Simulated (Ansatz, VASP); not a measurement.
## Two plane-wave programs on TiO2

```
CELL_PARAMETERS angstrom
-1.85112 1.85112 4.69588
1.85112 -1.85112 4.69588
1.85112 1.85112 -4.69588
ATOMIC_POSITIONS crystal
Ti 0.75000 0.25000 0.50000
Ti 0.00000 0.00000 0.00000
O 0.54050 0.04050 0.50000
O 0.79050 0.79050 0.00000
O 0.20950 0.20950 0.00000
O 0.95950 0.45950 0.50000
```

Change from the starting cell: hydrostatic strain -2.0%.

Alike in both runs: task single point; functional PBE; k mesh 10 × 10 × 10; occupations fermi-dirac, width 0.02 eV; no spin polarisation.

|  | VASP | Ansatz |
| --- | --- | --- |
| version | VASP 6.6.1 | Ansatz 0.2.0 |
| potentials or method | VASP PAW PBE potentials, release 64 (Ti_sv, O) | plane waves, PAW |
| plane-wave cutoff (eV) | 520 | 420 |
| valence electrons in the cell | 48 | 48 |

|  | VASP | Ansatz | Ansatz less VASP |
| --- | --- | --- | --- |
| gap on the k mesh at the Fermi level (eV) | 2.20 | 2.23 | +0.025 |
| pressure (GPa) | 19.8 | 18.9 | -0.85 |
| traceless stress, the component that is largest in VASP (GPa) | -2.60 | -2.59 | +0.009 |
| rms of the force components (eV/Å) | 0.051 | 0.041 | -0.0097 |

Atom by atom the forces differ by 0.010 eV/Å (rms over components).
